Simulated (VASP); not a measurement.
# ZrAl3N4 (Pm-3m) in VASP: further runs

The runs below take ZrAl3N4 through single point, with PBE.

The COD entry that gives the cell may itself be a prediction, so a difference from it is no test against experiment.

Everything below comes from runs of VASP 6.6.1. Logs are shortened: lines on timing, memory, paths and dates and some standing lists are left out, and cuts for length are marked.

## 1. The cell of the first run

The structure is cubic, space group Pm-3m (No. 221). Conventional cell: a = 4.298 Å, b = 4.298 Å, c = 4.298 Å, α = 90.00°, β = 90.00°, γ = 90.00°. Within 2.8 Å of Zr (site symmetry m-3m) lie 6 N at 2.15 Å. Al (site symmetry 4/mmm) has 6 N at 2.15 Å within 2.8 Å. Within 2.8 Å of N (site symmetry 4/mmm) lie 2 Zr at 2.15 Å and 4 Al at 2.15 Å. N (site symmetry m-3m) has 6 Al at 2.15 Å within 2.8 Å.

## 2. Single point, PBE

INCAR

```
SYSTEM = ZrAl3N4
PREC = Accurate ; ENCUT = 520
EDIFF = 1E-6 ; ISMEAR = 0
SIGMA = 0.1 ; LREAL = .FALSE.
LASPH = .TRUE. ; NELM = 60
ALGO = Normal ; ISIF = 2
LWAVE = .FALSE. ; LCHARG = .FALSE.
GGA = PE ; NBANDS = 30
```

KPOINTS

```
Automatic mesh
0
G
  4 4 4
  0 0 0
```

POSCAR

```
ZrAl3N4
1.0
    4.2975215348      0.0000000000      0.0000000000
    0.0000000000      4.2975215348      0.0000000000
    0.0000000000      0.0000000000      4.2975215348
Zr Al N
1 3 4
Direct
    0.0000000000      0.0000000000      0.0000000000
    0.5000000000      0.0000000000      0.5000000000
    0.5000000000      0.5000000000      0.0000000000
    0.0000000000      0.5000000000      0.5000000000
    0.0000000000      0.5000000000      0.0000000000
    0.5000000000      0.5000000000      0.5000000000
    0.0000000000      0.0000000000      0.5000000000
    0.5000000000      0.0000000000      0.0000000000
```

Potentials or basis: VASP PAW PBE potentials, release 64 (Zr_sv, Al, N).

The run is started by

```console
$ cat potpaw_PBE.64/Zr_sv/POTCAR potpaw_PBE.64/Al/POTCAR potpaw_PBE.64/N/POTCAR > POTCAR
$ mpirun -np 1 vasp_std > vasp.out
```

OUTCAR:

```text
SYSTEM = ZrAl3N4
   PREC = Accurate
   ENCUT = 520
   EDIFF = 1E-6
   ISMEAR = 0
   LREAL = .FALSE.
   LASPH = .TRUE.
   NELM = 60
   ISIF = 2
   GGA = PE

 ion  position               nearest neighbor table
   1  0.000  0.000  0.000-   5 2.15   7 2.15   8 2.15   7 2.15   5 2.15   8 2.15   2 3.04   4 3.04
                             2 3.04   3 3.04   4 3.04   3 3.04   4 3.04   2 3.04   3 3.04   4 3.04
   2  0.500  0.000  0.500-   6 2.15   7 2.15   8 2.15   8 2.15   6 2.15   7 2.15   1 3.04   3 3.04
                             1 3.04   3 3.04   4 3.04   3 3.04   3 3.04   1 3.04   4 3.04   4 3.04
   3  0.500  0.500  0.000-   5 2.15   6 2.15   8 2.15   6 2.15   8 2.15   5 2.15   2 3.04   4 3.04
                             1 3.04   1 3.04   2 3.04   2 3.04   2 3.04   1 3.04   4 3.04   4 3.04
   4  0.000  0.500  0.500-   5 2.15   6 2.15   7 2.15   5 2.15   7 2.15   6 2.15   1 3.04   3 3.04
                             1 3.04   1 3.04   2 3.04   2 3.04   1 3.04   2 3.04   3 3.04   3 3.04
   5  0.000  0.500  0.000-   1 2.15   3 2.15   4 2.15   4 2.15   1 2.15   3 2.15
   6  0.500  0.500  0.500-   2 2.15   3 2.15   4 2.15   3 2.15   2 2.15   4 2.15
   7  0.000  0.000  0.500-   1 2.15   2 2.15   4 2.15   1 2.15   4 2.15   2 2.15
   8  0.500  0.000  0.000-   1 2.15   2 2.15   3 2.15   2 2.15   3 2.15   1 2.15

  LATTYP: Found a simple cubic cell.
 ALAT       =     4.2975215348

  Lattice vectors:

 A1 = (   4.2975215348,   0.0000000000,   0.0000000000)
 A2 = (   0.0000000000,   4.2975215348,   0.0000000000)
 A3 = (   0.0000000000,   0.0000000000,   4.2975215348)

Analysis of symmetry for initial positions (statically):
=====================================================================
 Subroutine PRICEL returns:
 Original cell was already a primitive cell.

 Routine SETGRP: Setting up the symmetry group for a
 simple cubic supercell.

 Subroutine GETGRP returns: Found 48 space group operations
 (whereof 48 operations were pure point group operations)
 out of a pool of 48 trial point group operations.

The static configuration has the point symmetry O_h .

Analysis of symmetry for dynamics (positions and initial velocities):
=====================================================================
 Subroutine PRICEL returns:
 Original cell was already a primitive cell.

 Routine SETGRP: Setting up the symmetry group for a
 simple cubic supercell.

 Subroutine GETGRP returns: Found 48 space group operations
 (whereof 48 operations were pure point group operations)
 out of a pool of 48 trial point group operations.

The dynamic configuration has the point symmetry O_h .

 Subroutine INISYM returns: Found 48 space group operations
 (whereof 48 operations are pure point group operations),
 and found     1 'primitive' translations

----------------------------------------------------------------------------------------

                                     Primitive cell

  volume of cell :      79.3696

  direct lattice vectors                    reciprocal lattice vectors
     4.297521535  0.000000000  0.000000000     0.232692260  0.000000000  0.000000000
     0.000000000  4.297521535  0.000000000     0.000000000  0.232692260  0.000000000
     0.000000000  0.000000000  4.297521535     0.000000000  0.000000000  0.232692260

  length of vectors
     4.297521535  4.297521535  4.297521535     0.232692260  0.232692260  0.232692260

  position of ions in fractional coordinates (direct lattice)
     0.000000000  0.000000000  0.000000000
     0.500000000  0.000000000  0.500000000
     0.500000000  0.500000000  0.000000000
     0.000000000  0.500000000  0.500000000
     0.000000000  0.500000000  0.000000000
     0.500000000  0.500000000  0.500000000
     0.000000000  0.000000000  0.500000000
     0.500000000  0.000000000  0.000000000

  ion indices of the primitive-cell ions
   primitive index   ion index
                 1           1
                 2           2
                 3           3
                 4           4
                 5           5
                 6           6
                 7           7
                 8           8

----------------------------------------------------------------------------------------

 KPOINTS: Automatic mesh

Automatic generation of k-mesh.
 Grid dimensions read from file:
 generate k-points for:    4    4    4

 Generating k-lattice:

  Cartesian coordinates                     Fractional coordinates (reciprocal lattice)
     0.058173065  0.000000000  0.000000000     0.250000000  0.000000000  0.000000000
     0.000000000  0.058173065  0.000000000     0.000000000  0.250000000  0.000000000
     0.000000000  0.000000000  0.058173065     0.000000000  0.000000000  0.250000000

  Length of vectors
     0.058173065  0.058173065  0.058173065

  Shift w.r.t. Gamma in fractional coordinates (k-lattice)
     0.000000000  0.000000000  0.000000000

 Subroutine IBZKPT returns following result:
 ===========================================

 Found     10 irreducible k-points:

 Following reciprocal coordinates:
            Coordinates               Weight
  0.000000  0.000000  0.000000      1.000000
  0.250000  0.000000  0.000000      6.000000
  0.500000  0.000000  0.000000      3.000000
  0.250000  0.250000  0.000000     12.000000
  0.500000  0.250000  0.000000     12.000000
  0.500000  0.500000  0.000000      3.000000
  0.250000  0.250000  0.250000      8.000000
  0.500000  0.250000  0.250000     12.000000
  0.500000  0.500000  0.250000      6.000000
  0.500000  0.500000  0.500000      1.000000
   k-points           NKPTS =     10   k-points in BZ     NKDIM =     10   number of bands    NBANDS=     30
   number of dos      NEDOS =    301   number of ions     NIONS =      8
   total plane-waves  NPLWV =  32768
   dimension x,y,z NGX =    32 NGY =   32 NGZ =   32
   dimension x,y,z NGXF=    64 NGYF=   64 NGZF=   64
   ions per type =               1   3   4
   NGX,Y,Z   is equivalent  to a cutoff of  12.38, 12.38, 12.38 a.u.
   NGXF,Y,Z  is equivalent  to a cutoff of  24.76, 24.76, 24.76 a.u.
 SYSTEM =  ZrAl3N4
   PREC   = accura    normal or accurate (medium, high low for compatibility)
   ISTART =      0    job   : 0-new  1-cont  2-samecut
   ICHARG =      2    charge: 1-file 2-atom 10-const
   ISPIN  =      1    spin polarized calculation?
   LNONCOLLINEAR =      F non collinear calculations
   LSORBIT =      F    spin-orbit coupling
   LASPH  =      T    aspherical Exc in radial PAW
   ENCUT  =  520.0 eV  38.22 Ry    6.18 a.u.   7.99  7.99  7.99*2*pi/ulx,y,z
   NELM   =     60;   NELMIN=  2; NELMDL= -5     # of ELM steps
   EDIFF  = 0.1E-05   stopping-criterion for ELM
   LREAL  =      F    real-space projection
   EDIFFG = 0.1E-04   stopping-criterion for IOM
   NSW    =      0    number of steps for IOM
   IBRION =     -1    ionic relax: 0-MD 1-quasi-New 2-CG
   NFREE  =      0    steps in history (QN), initial steepest desc. (CG)
   ISIF   =      2    stress and relaxation
   ISYM   =      2    0-nonsym 1-usesym 2-fastsym
   POTIM  = 0.5000    time-step for ionic-motion
   TEBEG  =    0.0;   TEEND  =   0.0 temperature during run
   PSTRESS=    0.0 pullay stress
   NELECT =      41.0000    total number of electrons
   NUPDOWN=      -1.0000    fix difference up-down
   EMIN   =  10.00;   EMAX   =-10.00  energy-range for DOS
   EFERMI =   0.00;   METHOD = LEGACY
   ISMEAR =     0;   SIGMA  =   0.10  broadening in eV -4-tet -1-fermi 0-gaus
   EFERMI_NEDOS =   21; number of points for ismear=-14 and -15
   IALGO  =     38    algorithm
   IMIX   =      4    mixing-type and parameters
     AMIX     =   0.40;   BMIX     =  1.00
     AMIX_MAG =   1.60;   BMIX_MAG =  1.00
  volume/ion in A,a.u.               =       9.92        66.95
  Fermi-wavevector in a.u.,A,eV,Ry     =   1.313564  2.482277 23.476194  1.725452
  Thomas-Fermi vector in A             =   2.443878
   LORBIT       =      0    0 simple, 1 ext, 2 COOP (PROOUT), +10 PAW based schemes
   GGA     = PE    functional components
   LHFCALC =     F    Hartree Fock is set to
   AEXX    =    0.0000 exact exchange contribution
   IVDW    =     0    specifies the selected vdW correction
   LEPSILON=     F    determine dielectric tensor
   LRPA    =     F    only Hartree local field effects (RPA)
 non-spin polarized calculation
 Gauss-broadening in eV      SIGMA  =   0.10
  energy-cutoff  :      520.00
  volume of cell :       79.37
 maximum number of plane-waves:      2176
 NGX is ok and might be reduce to    32
   NGX = 15   NGY = 15   NGZ = 15

 number of electron      40.9999992 magnetization

 Free energy of the ion-electron system (eV)
  ---------------------------------------------------
  ext. energy  EPLUGINS =         0.00000000
  ---------------------------------------------------
  free energy    TOTEN  =       -60.86976722 eV

  energy without entropy =      -60.83931647  energy(sigma->0) =      -60.85454185

 E-fermi :  12.3473     XC(G=0): -11.9990

 val. band max:       12.3222232352   @ k =   0.2500   0.0000   0.0000
 cond. band min:      12.3619042858   @ k =   0.2500   0.2500   0.0000
 fundamental gap:      0.0396810506
 Fermi energy:        12.3473151751

 k-point     1 :       0.0000    0.0000    0.0000
  band No.  band energies     occupation
      1     -37.3949      2.00000
      2     -15.7641      2.00000
      3     -15.7641      2.00000
      4     -15.7641      2.00000
      5      -6.8622      2.00000
      6      -4.5380      2.00000
[... 22 lines left out ...]
     29      17.6258      0.00000
     30      17.6258      0.00000

 k-point     2 :       0.2500    0.0000    0.0000
  band No.  band energies     occupation
      1     -37.3937      2.00000
      2     -15.8505      2.00000
      3     -15.7603      2.00000
      4     -15.7603      2.00000
      5      -6.4576      2.00000
      6      -4.6053      2.00000
[... 22 lines left out ...]
     29      17.7967      0.00000
     30      18.3029      0.00000

 k-point     3 :       0.5000    0.0000    0.0000
  band No.  band energies     occupation
      1     -37.3925      2.00000
      2     -15.9336      2.00000
      3     -15.7565      2.00000
      4     -15.7565      2.00000
      5      -5.5639      2.00000
      6      -5.4550      2.00000
[... 22 lines left out ...]
     29      17.5575      0.00000
     30      18.2779      0.00000

 k-point     4 :       0.2500    0.2500    0.0000
  band No.  band energies     occupation
      1     -37.3926      2.00000
      2     -15.8472      2.00000
      3     -15.8433      2.00000
      4     -15.7566      2.00000
      5      -6.0754      2.00000
      6      -4.5733      2.00000
[... 22 lines left out ...]
     29      18.2800      0.00000
     30      18.5803      0.00000

 k-point     5 :       0.5000    0.2500    0.0000
  band No.  band energies     occupation
      1     -37.3914      2.00000
      2     -15.9271      2.00000
      3     -15.8400      2.00000
      4     -15.7529      2.00000
      5      -5.2349      2.00000
      6      -5.2029      2.00000
[... 22 lines left out ...]
     29      17.0481      0.00000
     30      17.3360      0.00000

 k-point     6 :       0.5000    0.5000    0.0000
  band No.  band energies     occupation
      1     -37.3903      2.00000
      2     -15.9205      2.00000
      3     -15.9205      2.00000
      4     -15.7492      2.00000
      5      -4.8894      2.00000
      6      -4.8812      2.00000
[... 22 lines left out ...]
     29      16.9718      0.00000
     30      17.3570      0.00000

 k-point     7 :       0.2500    0.2500    0.2500
  band No.  band energies     occupation
      1     -37.3915      2.00000
      2     -15.8438      2.00000
      3     -15.8384      2.00000
      4     -15.8384      2.00000
      5      -5.7135      2.00000
      6      -4.1934      2.00000
[... 22 lines left out ...]
     29      17.5950      0.00000
     30      18.6556      0.00000

 k-point     8 :       0.5000    0.2500    0.2500
  band No.  band energies     occupation
      1     -37.3903      2.00000
      2     -15.9207      2.00000
      3     -15.8367      2.00000
      4     -15.8335      2.00000
      5      -5.0423      2.00000
      6      -4.7642      2.00000
[... 22 lines left out ...]
     29      17.0244      0.00000
     30      18.3719      0.00000

 k-point     9 :       0.5000    0.5000    0.2500
  band No.  band energies     occupation
      1     -37.3892      2.00000
      2     -15.9144      2.00000
      3     -15.9144      2.00000
      4     -15.8302      2.00000
      5      -4.7699      2.00000
      6      -4.3617      2.00000
[... 22 lines left out ...]
     29      17.5184      0.00000
     30      17.5796      0.00000

 k-point    10 :       0.5000    0.5000    0.5000
  band No.  band energies     occupation
      1     -37.3881      2.00000
      2     -15.9084      2.00000
      3     -15.9084      2.00000
      4     -15.9084      2.00000
      5      -4.6390      2.00000
      6      -3.7591      2.00000
[... 22 lines left out ...]
     29      17.8803      0.00000
     30      17.8803      0.00000

------------------------ aborting loop because EDIFF is reached ----------------------------------------

  FORCE on cell =-STRESS in cart. coord.  units (eV):
  Direction    XX          YY          ZZ          XY          YZ          ZX
  --------------------------------------------------------------------------------------
  -------------------------------------------------------------------------------------
  Total       -0.0003296     -0.0003296     -0.0003296      0.0000000     -0.0000000      0.0000000
  in kB       -0.0066541     -0.0066541     -0.0066541      0.0000000     -0.0000000      0.0000000
  external PRESSURE =      -0.0066541 kB  Pullay stress =       0.0000000 kB

 VOLUME and BASIS-vectors are now :
 -----------------------------------------------------------------------------
  energy-cutoff  :      520.00
  volume of cell :       79.37
      direct lattice vectors                 reciprocal lattice vectors
     4.297521535  0.000000000  0.000000000     0.232692260  0.000000000  0.000000000
     0.000000000  4.297521535  0.000000000     0.000000000  0.232692260  0.000000000
     0.000000000  0.000000000  4.297521535     0.000000000  0.000000000  0.232692260

 POSITION                                       TOTAL-FORCE (eV/Angst)
 -----------------------------------------------------------------------------------
      0.00000      0.00000      0.00000         0.000000      0.000000      0.000000
      2.14876      0.00000      2.14876         0.000000      0.000000      0.000000
      2.14876      2.14876      0.00000         0.000000      0.000000      0.000000
      0.00000      2.14876      2.14876         0.000000      0.000000      0.000000
      0.00000      2.14876      0.00000         0.000000      0.000000      0.000000
      2.14876      2.14876      2.14876         0.000000      0.000000      0.000000
      0.00000      0.00000      2.14876         0.000000      0.000000      0.000000
      2.14876      0.00000      0.00000         0.000000      0.000000      0.000000
 -----------------------------------------------------------------------------------
    total drift:                                0.000000      0.000000      0.000000

  FREE ENERGIE OF THE ION-ELECTRON SYSTEM (eV)
  ---------------------------------------------------
  free  energy   TOTEN  =       -60.8697672249 eV

  energy  without entropy=      -60.8393164695  energy(sigma->0) =      -60.85454185
```

It took 9.5 s on 1 thread of Intel Xeon 6975P-C (Granite Rapids), shared host; peak memory 0.18 GiB.

Results:

- Free energy: -60.8698 eV
- Pressure: 0.0 GPa

Caveat: the k points lie up to 0.37 Å⁻¹ apart.

## 3. Single point, PBE

This run uses another cell than the first one, of 13.11 Å³/atom, 1.322 times its volume.

INCAR

```
SYSTEM = ZrAl3N4
ALGO = Normal
EDIFF = 1E-6
ENCUT = 520
GGA = PE
ISIF = 2
ISMEAR = 0
LASPH = .TRUE.
LCHARG = .FALSE.
LREAL = .FALSE.
LWAVE = .FALSE.
NBANDS = 30
NELM = 80
PREC = Accurate
SIGMA = 0.1
```

KPOINTS

```
k-points
0
G
  4 4 4
  0 0 0
```

Edit POSCAR of step 2 so:

```diff
@@ -2,5 +2,5 @@
 1.0
-    4.2975215348      0.0000000000      0.0000000000
-    0.0000000000      4.2975215348      0.0000000000
-    0.0000000000      0.0000000000      4.2975215348
+    4.7163717700      0.0000000000      0.0000000000
+    0.0000000000      4.7163717700      0.0000000000
+    0.0000000000      0.0000000000      4.7163717700
 Zr Al N
```

Potentials or basis: VASP PAW PBE potentials, release 64 (Zr_sv, Al, N).

The run is started by

```console
$ cat potpaw_PBE.64/Zr_sv/POTCAR potpaw_PBE.64/Al/POTCAR potpaw_PBE.64/N/POTCAR > POTCAR
$ mpirun -np 1 vasp_std > vasp.out
```

It took 14 s on 1 thread of Intel Xeon 6975P-C (Granite Rapids), shared host; peak memory 0.21 GiB.

Results (log left out):

```yaml
Free_energy: -57.6000 eV
Pressure: -32.9 GPa
```

Levels at points of the mesh, in eV from the Fermi level:
```tsv
k point	band 17	band 18	band 19	band 20	band 21	band 22	band 23	band 24
(0.00, 0.00, 0.00)	-3.29	-2.27	-2.27	-2.27	-1.80	-1.29	-1.29	-0.58
(0.50, 0.00, 0.00)	-3.47	-3.47	-2.77	-2.77	-0.38	1.15	1.38	1.52
(0.50, 0.50, 0.00)	-3.35	-2.98	-2.79	-2.79	1.57	1.57	1.74	2.54
(0.50, 0.50, 0.50)	-2.97	-2.93	-2.93	-2.93	1.24	1.71	1.71	1.71
```

## 4. Single point, PBE

This run uses another cell than the first one, of 9.86 Å³/atom, 0.994 times its volume.

INCAR

```
PREC = Accurate
ENCUT = 520
EDIFF = 1E-6
ISMEAR = 0
SIGMA = 0.1
LREAL = False
LASPH = True
NELM = 100
ALGO = Normal
ISIF = 2
LWAVE = False
LCHARG = True
GGA = PE
LELF = True
LVHAR = True
NBANDS = 30
```

KPOINTS

```
regular mesh
0
Gamma
  10 10 10
```

Edit POSCAR of step 3 so:

```diff
@@ -2,5 +2,5 @@
 1.0
-    4.7163717700      0.0000000000      0.0000000000
-    0.0000000000      4.7163717700      0.0000000000
-    0.0000000000      0.0000000000      4.7163717700
+    4.2893601467      0.0000000000      0.0000000000
+    0.0000000000      4.2893601467      0.0000000000
+    0.0000000000      0.0000000000      4.2893601467
 Zr Al N
```

The run is started by

```console
$ cat potpaw_PBE.64/Zr_sv/POTCAR potpaw_PBE.64/Al/POTCAR potpaw_PBE.64/N/POTCAR > POTCAR
$ mpirun -np 1 vasp_std > vasp.out
```

Run time: 36 s. Hardware: 1 thread of Intel Xeon 6975P-C (Granite Rapids), shared host; peak memory 0.25 GiB.

The run converged. Its results:

- Free energy: -61.0523 eV
- Pressure: 0.0 GPa

Levels at points of the mesh, in eV from the Fermi level:
| k point | band 18 | band 19 | band 20 | band 21 | band 22 | band 23 |
| --- | --- | --- | --- | --- | --- | --- |
| (0.00, 0.00, 0.00) | -2.94 | -2.94 | -2.94 | -1.30 | -1.30 | -1.30 |
| (0.50, 0.00, 0.00) | -4.97 | -3.34 | -3.34 | -0.88 | 2.13 | 2.13 |
| (0.50, 0.50, 0.00) | -4.15 | -4.15 | -3.87 | 2.24 | 2.24 | 2.71 |
| (0.50, 0.50, 0.50) | -4.27 | -4.27 | -4.27 | 1.50 | 2.05 | 2.05 |

## 5. Summary

```csv
cell,k mesh,gap on the mesh (eV),pressure (GPa)
"a = 4.298 Å, 8 atoms",4 × 4 × 4,none,0.0
"a = 4.716 Å, 8 atoms",4 × 4 × 4,none,-32.9
"a = 4.289 Å, 8 atoms",10 × 10 × 10,none,0.0
```

Alike in all rows: task single point; level PBE; potentials or basis VASP PAW PBE potentials, release 64 (Zr_sv, Al, N); no spin polarisation; cutoff (eV) 520; smearing gaussian 0.1 eV.

Caveats: some runs use coarse meshes.

Total energies depend on the potentials used, so only differences within one code and one set of settings carry meaning.
